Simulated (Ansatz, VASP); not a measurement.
## Ti3Al5: VASP beside Ansatz

```xyz
8
Lattice="3.9957 0.0000 0.0000 0.0000 3.9957 0.0000 0.0000 0.0000 8.5331" Properties=species:S:1:pos:R:3 pbc="T T T"
Ti    0.0000    0.0000    4.2665
Ti    1.9979    1.9979    0.0000
Ti    1.9979    1.9979    4.2665
Al    0.0000    1.9979    2.1446
Al    0.0000    1.9979    6.3884
Al    1.9979    0.0000    2.1446
Al    1.9979    0.0000    6.3884
Al    0.0000    0.0000    0.0000
```

Change from the starting cell: strain +0.025 along x and y, +0.025 along z, atoms carried along.

Alike in both runs: task single point; functional r2SCAN; k mesh 10 × 10 × 6; occupations gaussian, width 0.15 eV; no spin polarisation.

|  | VASP | Ansatz |
| --- | --- | --- |
| version | VASP 6.6.1 | Ansatz 0.2.0 |
| potentials or method | VASP PAW PBE potentials, release 64 (Ti_sv, Al), cutoff 520 eV | scalar-relativistic, plane waves, PAW |
| valence electrons in the cell | 51 | 51 |

Ansatz gave:

* gap on the k mesh at the Fermi level (eV): none
* pressure (GPa): -7.5
* traceless stress, the component that is largest in VASP (GPa): -0.09
* rms of the force components (eV/Å): 0.033

Task: What did VASP give for the same quantities?

Result: gap on the k mesh at the Fermi level (eV): none; pressure (GPa): -7.5; traceless stress, the component that is largest in VASP (GPa): -0.08; rms of the force components (eV/Å): 0.029.

VASP's potentials were made for PBE, not for r2SCAN. Atom by atom the forces differ by 0.004 eV/Å (rms over components). A gap of «none» marks a metal or a gap that the smearing closes.
